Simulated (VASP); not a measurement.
# Si (a cell with a defect) in VASP: single point with PBE

Aim: the single point of Si (a cell with a defect) with PBE.

Program: VASP 6.6.1. These are calculated values, not measurements. Logs are shortened: lines on timing, memory, paths and dates and some standing lists are left out, and cuts for length are marked.

### 1 The cell of the first run

The cell holds a defect, 63 atoms: a = 10.860 Å, b = 10.860 Å, c = 10.860 Å, α = 90.00°, β = 90.00°, γ = 90.00°.

### 2 Single point, PBE

Contents of INCAR:

```
ALGO     = Normal         # electronic algorithm
EDIFF    = 1E-6           # SCF threshold, eV
ENCUT    = 400            # plane-wave cutoff, eV
GGA      = PE             # functional
GGA_COMPAT= F            
ISIF     = 2              # what is computed and relaxed
ISMEAR   = 0              # smearing method
LASPH    = T              # aspherical terms in the spheres
LCHARG   = T              # write CHGCAR
LELF     = T              # ELF
LREAL    = Auto         
LVHAR    = T            
LWAVE    = F              # write WAVECAR
NBANDS   = 163            # bands
NELM     = 120            # most SCF steps
PREC     = Accurate       # precision mode
SIGMA    = 0.05           # smearing width, eV
```

Contents of KPOINTS:

```
k-points
0
Gamma
  1 1 1
```

Contents of POSCAR:

```
Si
1.0
   10.8600000000      0.0000000000      0.0000000000
    0.0000000000     10.8600000000      0.0000000000
    0.0000000000      0.0000000000     10.8600000000
Si
63
Direct
    0.5008027624      0.0000308471     -0.0001810313
    0.6327281768      0.1319486188      0.1213981584
    0.7686744015      0.2678990792      0.0035755064
    0.9129222836      0.4121377532      0.1162356354
    0.7506507366      0.0013369245      0.2470644567
    0.8754373849      0.1288959484      0.3690066298
    0.0000654696     -0.0005690608      0.0004867403
    0.1251192449      0.1256546041      0.1248437385
    0.2458987109      0.2533311234     -0.0003034070
    0.3737647330      0.3748588398      0.1248592081
    0.5002042357      0.4992905157      0.0004883978
    0.6264318600      0.6243409761      0.1248438306
    0.7541084715      0.7451209024     -0.0003038674
    0.8756375691      0.8729871087      0.1248573665
    0.2509549724     -0.0010177716      0.2480868324
    0.3772077348      0.1239461326      0.3731742173
    0.5021186924      0.2498754144      0.2470640884
    0.6296726519      0.3746633517      0.3690097606
    0.7586502762      0.5026410681      0.2459604972
    0.8721105893      0.6279758748      0.3801228361
    0.5001544199     -0.0006186924      0.5003333333
    0.6255716390      0.1247939227      0.6246232965
    0.7500430018      0.2492666667      0.4977603131
    0.8743155617      0.3735383057      0.6233881215
    0.7504346225      0.0019233886      0.7521641805
    0.8763339779      0.1282335175      0.8771651934
    0.0956672192      0.5948885820      0.1265657459
    0.2335717311      0.7327903315      0.0052189687
    0.3694183241      0.8686446593      0.1225196133
    0.0034230203      0.2578740331      0.2459660221
    0.1287548803      0.3713353591      0.3801305709
    0.2469054328      0.4974874770      0.2510605893
    0.3739455801      0.6262523020      0.3725870166
    0.4997593923      0.7501823204      0.2480843462
    0.6247222836      0.8764301105      0.3731796501
    0.0000244936      0.0005656538      0.4957255985
    0.1262764273      0.1205807551      0.6253101289
    0.2536554328      0.2455442910      0.5034855433
    0.3783821363      0.3734908840      0.6250260589
    0.5013357274      0.4992512891      0.4957241252
    0.6213565378      0.6254973297      0.6253065378
    0.7463246777      0.7528769797      0.5034848987
    0.8742699816      0.8776063536      0.6250264273
    0.2490447514     -0.0040338858      0.7531866483
    0.3734552486      0.1257153775      0.8742331492
    0.5027021179      0.2496599448      0.7521636280
    0.6290085635      0.3755602210      0.8771683241
    0.7497250460      0.5001040516      0.7478130755
    0.8778207182      0.6187439227      0.8727298343
   -0.0017334254      0.7461309392      0.2510608656
    0.1270284530      0.8731703499      0.3725939227
    0.0000954880      0.4993216390      0.5001074586
    0.1251196133      0.6243436464      0.6248268877
    0.2502932781      0.7495147330      0.5004803867
    0.3749109576      0.8741325046      0.6259369245
    0.0008819521      0.2489528545      0.7478162983
    0.1195174954      0.3770482505      0.8727399632
    0.2486881215      0.4973345304      0.7494952118
    0.3701686924      0.6221806630      0.8780699816
    0.4967462247      0.7482689687      0.7531860958
    0.6264922652      0.8726790976      0.8742385820
   -0.0018869245      0.7479162983      0.7494963168
    0.1229597606      0.8693917127      0.8780767035
```

Potentials or basis: VASP PAW PBE potentials, release 64 (Si).

The run is started by

```bash
$ cat potpaw_PBE.64/Si/POTCAR > POTCAR
$ mpirun -np 1 vasp_gam > vasp.out
```

OUTCAR:

```text
EDIFF = 1E-6
   ENCUT = 400
   GGA = PE
   ISIF = 2
   ISMEAR = 0
   LASPH = T
   LREAL = Auto
   NELM = 120
   PREC = Accurate

 ion  position               nearest neighbor table
   1  0.501  0.000  1.000-  45 2.37  61 2.37  29 2.42   2 2.42
   2  0.633  0.132  0.121-   5 2.35  17 2.35   1 2.42   3 2.45
   3  0.769  0.268  0.004-  47 2.36  26 2.36   2 2.45   4 2.53
   4  0.913  0.412  0.116-  30 2.40  19 2.40   3 2.53  27 2.81
   5  0.751  0.001  0.247-   6 2.35   2 2.35  14 2.36  35 2.36
   6  0.875  0.129  0.369-   5 2.35  23 2.35  36 2.38  30 2.38
[... 40 lines left out ...]
  47  0.629  0.376  0.877-  48 2.35   3 2.36  11 2.36  46 2.37
  48  0.750  0.500  0.748-  49 2.33  47 2.35  24 2.35  41 2.36
  49  0.878  0.619  0.873-  48 2.33  62 2.34  13 2.36
  50  0.998  0.746  0.251-  20 2.34  14 2.36  51 2.37  27 2.38
  51  0.127  0.873  0.373-  15 2.35  54 2.35  50 2.37  36 2.37
  52  0.000  0.499  0.500-  53 2.35  24 2.35  31 2.36  20 2.36
  53  0.125  0.624  0.625-  54 2.35  52 2.35  58 2.35  62 2.35
  54  0.250  0.750  0.500-  53 2.35  55 2.35  51 2.35  33 2.35
  55  0.375  0.874  0.626-  54 2.35  60 2.35  44 2.35  21 2.36
  56  0.001  0.249  0.748-  57 2.33  26 2.35  24 2.35  37 2.36
  57  0.120  0.377  0.873-  56 2.33  58 2.34   9 2.36
  58  0.249  0.497  0.749-  57 2.34  59 2.35  53 2.35  39 2.37
  59  0.370  0.622  0.878-  58 2.35  11 2.35  28 2.36  60 2.37
  60  0.497  0.748  0.753-  55 2.35  41 2.35  61 2.35  59 2.37
  61  0.626  0.873  0.874-  60 2.35  25 2.35   1 2.37  13 2.39
  62  0.998  0.748  0.749-  49 2.34  63 2.35  53 2.35  43 2.37
  63  0.123  0.869  0.878-  62 2.35   7 2.35  28 2.36  44 2.37

  LATTYP: Found a simple cubic cell.
 ALAT       =    10.8600000000

  Lattice vectors:

 A1 = (  10.8600000000,   0.0000000000,   0.0000000000)
 A2 = (   0.0000000000,  10.8600000000,   0.0000000000)
 A3 = (   0.0000000000,   0.0000000000,  10.8600000000)

Analysis of symmetry for initial positions (statically):
=====================================================================
 Subroutine PRICEL returns:
 Original cell was already a primitive cell.

 Routine SETGRP: Setting up the symmetry group for a
 simple cubic supercell.

 Subroutine GETGRP returns: Found  1 space group operations
 (whereof  1 operations were pure point group operations)
 out of a pool of 48 trial point group operations.

The static configuration has the point symmetry C_1 .

Analysis of symmetry for dynamics (positions and initial velocities):
=====================================================================
 Subroutine PRICEL returns:
 Original cell was already a primitive cell.

 Routine SETGRP: Setting up the symmetry group for a
 simple cubic supercell.

 Subroutine GETGRP returns: Found  1 space group operations
 (whereof  1 operations were pure point group operations)
 out of a pool of 48 trial point group operations.

The dynamic configuration has the point symmetry C_1 .

 Subroutine INISYM returns: Found  1 space group operations
 (whereof  1 operations are pure point group operations),
 and found     1 'primitive' translations

----------------------------------------------------------------------------------------

                                     Primitive cell

  volume of cell :    1280.8241

  direct lattice vectors                    reciprocal lattice vectors
    10.860000000  0.000000000  0.000000000     0.092081031  0.000000000  0.000000000
     0.000000000 10.860000000  0.000000000     0.000000000  0.092081031  0.000000000
     0.000000000  0.000000000 10.860000000     0.000000000  0.000000000  0.092081031

  length of vectors
    10.860000000 10.860000000 10.860000000     0.092081031  0.092081031  0.092081031

  position of ions in fractional coordinates (direct lattice)
     0.500802762  0.000030847  0.999818969
     0.632728177  0.131948619  0.121398158
     0.768674402  0.267899079  0.003575506
     0.912922284  0.412137753  0.116235635
     0.750650737  0.001336925  0.247064457
     0.875437385  0.128895948  0.369006630
[... 55 lines left out ...]
     0.998113076  0.747916298  0.749496317
     0.122959761  0.869391713  0.878076703

  ion indices of the primitive-cell ions
   primitive index   ion index
                 1           1
                 2           2
                 3           3
                 4           4
                 5           5
                 6           6
[... 55 lines left out ...]
                62          62
                63          63

----------------------------------------------------------------------------------------

 KPOINTS: k-points

Automatic generation of k-mesh.
 Grid dimensions read from file:
 generate k-points for:    1    1    1

 Generating k-lattice:

  Cartesian coordinates                     Fractional coordinates (reciprocal lattice)
     0.092081031  0.000000000  0.000000000     1.000000000  0.000000000  0.000000000
     0.000000000  0.092081031  0.000000000     0.000000000  1.000000000  0.000000000
     0.000000000  0.000000000  0.092081031     0.000000000  0.000000000  1.000000000

  Length of vectors
     0.092081031  0.092081031  0.092081031

  Shift w.r.t. Gamma in fractional coordinates (k-lattice)
     0.000000000  0.000000000  0.000000000

 Subroutine IBZKPT returns following result:
 ===========================================

 Found      1 irreducible k-points:

 Following reciprocal coordinates:
            Coordinates               Weight
  0.000000  0.000000  0.000000      1.000000
   k-points           NKPTS =      1   k-points in BZ     NKDIM =      1   number of bands    NBANDS=    163
   number of dos      NEDOS =    301   number of ions     NIONS =     63
   total plane-waves  NPLWV = 373248
   dimension x,y,z NGX =    72 NGY =   72 NGZ =   72
   dimension x,y,z NGXF=   144 NGYF=  144 NGZF=  144
   ions per type =              63
   NGX,Y,Z   is equivalent  to a cutoff of  11.02, 11.02, 11.02 a.u.
   NGXF,Y,Z  is equivalent  to a cutoff of  22.04, 22.04, 22.04 a.u.
 SYSTEM =  unknown system
   PREC   = accura    normal or accurate (medium, high low for compatibility)
   ISTART =      0    job   : 0-new  1-cont  2-samecut
   ICHARG =      2    charge: 1-file 2-atom 10-const
   ISPIN  =      1    spin polarized calculation?
   LNONCOLLINEAR =      F non collinear calculations
   LSORBIT =      F    spin-orbit coupling
   LASPH  =      T    aspherical Exc in radial PAW
   ENCUT  =  400.0 eV  29.40 Ry    5.42 a.u.  17.71 17.71 17.71*2*pi/ulx,y,z
   NELM   =    120;   NELMIN=  2; NELMDL= -5     # of ELM steps
   EDIFF  = 0.1E-05   stopping-criterion for ELM
   LREAL  =      T    real-space projection
   EDIFFG = 0.1E-04   stopping-criterion for IOM
   NSW    =      0    number of steps for IOM
   IBRION =     -1    ionic relax: 0-MD 1-quasi-New 2-CG
   NFREE  =      0    steps in history (QN), initial steepest desc. (CG)
   ISIF   =      2    stress and relaxation
   ISYM   =      2    0-nonsym 1-usesym 2-fastsym
   POTIM  = 0.5000    time-step for ionic-motion
   TEBEG  =    0.0;   TEEND  =   0.0 temperature during run
   PSTRESS=    0.0 pullay stress
   NELECT =     252.0000    total number of electrons
   NUPDOWN=      -1.0000    fix difference up-down
   EMIN   =  10.00;   EMAX   =-10.00  energy-range for DOS
   EFERMI =   0.00;   METHOD = LEGACY
   ISMEAR =     0;   SIGMA  =   0.05  broadening in eV -4-tet -1-fermi 0-gaus
   EFERMI_NEDOS =   21; number of points for ismear=-14 and -15
   IALGO  =     38    algorithm
   IMIX   =      4    mixing-type and parameters
     AMIX     =   0.40;   BMIX     =  1.00
     AMIX_MAG =   1.60;   BMIX_MAG =  1.00
  volume/ion in A,a.u.               =      20.33       137.20
  Fermi-wavevector in a.u.,A,eV,Ry     =   0.952164  1.799329 12.335269  0.906617
  Thomas-Fermi vector in A             =   2.080702
   LORBIT       =      0    0 simple, 1 ext, 2 COOP (PROOUT), +10 PAW based schemes
   GGA     = PE    functional components
   LHFCALC =     F    Hartree Fock is set to
   AEXX    =    0.0000 exact exchange contribution
   IVDW    =     0    specifies the selected vdW correction
   LEPSILON=     F    determine dielectric tensor
   LRPA    =     F    only Hartree local field effects (RPA)
 non-spin polarized calculation
 Gauss-broadening in eV      SIGMA  =   0.05
  energy-cutoff  :      400.00
  volume of cell :     1280.82
 maximum number of plane-waves:     11564
 NGX is ok and might be reduce to    70
   NGX = 35   NGY = 35   NGZ = 35

 number of electron     251.9999992 magnetization

 Free energy of the ion-electron system (eV)
  ---------------------------------------------------
  ext. energy  EPLUGINS =         0.00000000
  ---------------------------------------------------
  free energy    TOTEN  =      -332.02019551 eV

  energy without entropy =     -332.01888777  energy(sigma->0) =     -332.01954164

 E-fermi :   6.1746     XC(G=0):  -9.3408

 val. band max:        6.0775452191   @ k =   0.0000   0.0000   0.0000
 cond. band min:       6.2715689282   @ k =   0.0000   0.0000   0.0000
 fundamental gap:      0.1940237092
 Fermi energy:         6.1745569753

 k-point     1 :       0.0000    0.0000    0.0000
  band No.  band energies     occupation
      1      -6.1757      2.00000
      2      -5.1332      2.00000
      3      -5.1321      2.00000
      4      -5.1168      2.00000
      5      -5.0988      2.00000
      6      -5.0873      2.00000
[... 130 lines left out ...]
    137       6.9156      0.00000
    138       6.9466      0.00000
 [bands above 138 left out]

------------------------ aborting loop because EDIFF is reached ----------------------------------------

  FORCE on cell =-STRESS in cart. coord.  units (eV):
  Direction    XX          YY          ZZ          XY          YZ          ZX
  --------------------------------------------------------------------------------------
  -------------------------------------------------------------------------------------
  Total        6.7966154      6.7936560     19.6498072     -4.6717065      0.9092127      0.9158366
  in kB        8.5018572      8.4981553     24.5798597     -5.8438177      1.1373303      1.1456161
  external PRESSURE =      13.8599574 kB  Pullay stress =       0.0000000 kB

 VOLUME and BASIS-vectors are now :
 -----------------------------------------------------------------------------
  energy-cutoff  :      400.00
  volume of cell :     1280.82
      direct lattice vectors                 reciprocal lattice vectors
    10.860000000  0.000000000  0.000000000     0.092081031  0.000000000  0.000000000
     0.000000000 10.860000000  0.000000000     0.000000000  0.092081031  0.000000000
     0.000000000  0.000000000 10.860000000     0.000000000  0.000000000  0.092081031

 POSITION                                       TOTAL-FORCE (eV/Angst)
 -----------------------------------------------------------------------------------
      5.43872      0.00033     10.85803        -0.001502     -0.002434     -0.011567
      6.87143      1.43296      1.31838        -0.004016     -0.004022      0.005147
      8.34780      2.90938      0.03883         0.004096      0.002718      0.012522
      9.91434      4.47582      1.26232        -0.073539     -0.072857      0.151261
      8.15207      0.01452      2.68312        -0.004117     -0.007564     -0.003732
      9.50725      1.39981      4.00741        -0.013358     -0.018918      0.014204
[... 55 lines left out ...]
     10.83951      8.12237      8.13953         0.013073      0.028129     -0.034706
      1.33534      9.44159      9.53591         0.004467     -0.000402     -0.002364
 -----------------------------------------------------------------------------------
    total drift:                               -0.004746     -0.007045      0.006953

  FREE ENERGIE OF THE ION-ELECTRON SYSTEM (eV)
  ---------------------------------------------------
  free  energy   TOTEN  =      -332.0201955106 eV

  energy  without entropy=     -332.0188877704  energy(sigma->0) =     -332.01954164
```

It took 5.5 min on 1 thread of Intel Xeon 8259CL, shared host; peak memory 0.74 GiB.

Results:

| Item | Value |
| --- | --- |
| Free energy | -332.0202 eV |
| Pressure | 1.4 GPa |
| Largest force | 0.183 eV/Å |

Forces on the atoms (eV/Å):
```
Si  -0.002 -0.002 -0.012
Si  -0.004 -0.004  0.005
Si   0.004  0.003  0.013
Si  -0.074 -0.073  0.151
Si  -0.004 -0.008 -0.004
Si  -0.013 -0.019  0.014
Si   0.002  0.000 -0.002
Si  -0.002  0.008 -0.005
Si  -0.013  0.021 -0.004
Si  -0.001  0.004 -0.002
Si   0.001  0.002 -0.003
Si   0.006 -0.001 -0.004
Si   0.020 -0.013 -0.004
Si   0.003 -0.001 -0.002
Si  -0.002  0.002 -0.014
Si  -0.004 -0.003 -0.002
Si  -0.007 -0.004 -0.003
Si  -0.019 -0.014  0.015
Si  -0.036  0.006  0.053
Si  -0.009  0.011  0.019
Si   0.001  0.000 -0.003
Si   0.000  0.000  0.007
Si  -0.004 -0.004  0.007
Si   0.000  0.000 -0.005
Si   0.005  0.013  0.011
Si   0.011  0.017  0.008
Si  -0.027 -0.027 -0.006
Si  -0.015 -0.014 -0.002
Si  -0.003 -0.003 -0.005
Si   0.005 -0.036  0.053
Si   0.011 -0.008  0.018
Si  -0.015 -0.011 -0.004
Si  -0.006  0.003 -0.017
Si   0.002 -0.002 -0.012
Si  -0.002 -0.004 -0.001
Si   0.002 -0.006 -0.013
Si   0.002 -0.008 -0.003
Si   0.013 -0.004  0.012
Si   0.023  0.002 -0.003
Si  -0.005  0.002 -0.013
Si  -0.008  0.002 -0.003
Si  -0.004  0.013  0.013
Si   0.002  0.022 -0.003
Si   0.004  0.002  0.004
Si  -0.004  0.014  0.002
Si   0.013  0.007  0.012
Si   0.018  0.010  0.009
Si   0.002  0.003 -0.010
Si   0.016  0.037 -0.065
Si  -0.011 -0.015 -0.004
Si   0.003 -0.006 -0.017
Si   0.002  0.001 -0.001
Si   0.011  0.010 -0.019
Si   0.009  0.008 -0.013
Si   0.004  0.005  0.001
Si   0.002  0.002 -0.011
Si   0.035  0.016 -0.065
Si   0.028  0.013 -0.035
Si  -0.001  0.004 -0.001
Si   0.002  0.004  0.004
Si   0.014 -0.006  0.001
Si   0.013  0.028 -0.035
Si   0.004  0.000 -0.002
```

Caveat: the k points lie up to 0.58 Å⁻¹ apart.
